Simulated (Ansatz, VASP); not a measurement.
FeGe: VASP beside Ansatz

```xyz
8
Lattice="4.6626 0.0000 0.0000 0.0000 4.6626 0.0000 0.0000 0.0000 4.6626" Properties=species:S:1:pos:R:3 pbc="T T T"
Fe    0.6290    0.6290    0.6290
Fe    1.7023    4.0336    2.9603
Fe    2.9603    1.7023    4.0336
Fe    4.0336    2.9603    1.7023
Ge    3.9248    3.9248    3.9248
Ge    3.0691    0.7378    1.5935
Ge    1.5935    3.0691    0.7378
Ge    0.7378    1.5935    3.0691
```

Alike in both runs: functional PBE; k mesh 8 × 8 × 8; occupations gaussian, width 0.05 eV; collinear spin.

Ansatz relaxed the structure, and its values are those at the end. VASP's run is a single point on that final structure, the one shown.

|  | VASP | Ansatz |
| --- | --- | --- |
| version | VASP 6.6.1 | Ansatz 0.2.0 |
| potentials or method | VASP PAW PBE potentials, release 64 (Fe, Ge_d), cutoff 520 eV | scalar-relativistic, plane waves, PAW |
| valence electrons in the cell | 88 | 120 |

VASP gave:

```
gap on the k mesh at the Fermi level (eV)                     : none
pressure (GPa)                                                : 0.3
rms of the force components (eV/Å)                            : 0.004
net moment per atom (μB)                                      : 0.52
size of the moment on the site where the two differ most (μB) : 0.08
```

Question: Estimate Ansatz's values.

Answer: gap on the k mesh at the Fermi level (eV): none; pressure (GPa): 0.0; rms of the force components (eV/Å): 0.006; net moment per atom (μB): 0.52; size of the moment on the site where the two differ most (μB): 0.05.

Site moments also hang on the region over which each program counts them. A gap of «none» marks a metal or a gap that the smearing closes. With one functional, cell and mesh, what is left measures potentials, basis and numerics. VASP's potentials hold 88 valence electrons a cell and Ansatz's 120, so a difference there can come from the potentials and not from the codes.
